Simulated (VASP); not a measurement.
The system is Zr.

```
CELL_PARAMETERS angstrom
3.25340 0.00000 0.00000
-1.62670 2.81753 0.00000
0.00000 0.00000 5.18109
ATOMIC_POSITIONS crystal
Zr 0.66667 0.33333 0.75000
Zr 0.33333 0.66667 0.25000
```

Program: VASP 6.6.1. Alike in all runs: task single point; no spin polarisation; cell as given; k mesh 9 × 9 × 5; cutoff (eV) 520; smearing fermi-dirac 0.05 eV.

Question: Order these runs on this cell by their pressure, lowest first.
A. level LDA; potentials or basis VASP PAW LDA potentials, release 64 (Zr_sv)
B. level PBE; potentials or basis VASP PAW PBE potentials, release 64 (Zr_sv)
C. level PBEsol; potentials or basis VASP PAW PBE potentials, release 64 (Zr_sv)

Answer: A (-7.6 GPa), C (-4.9 GPa), B (-1.4 GPa).

Caveats: the PAW data sets were made with another functional, which shifts forces and pressure a little (some runs).
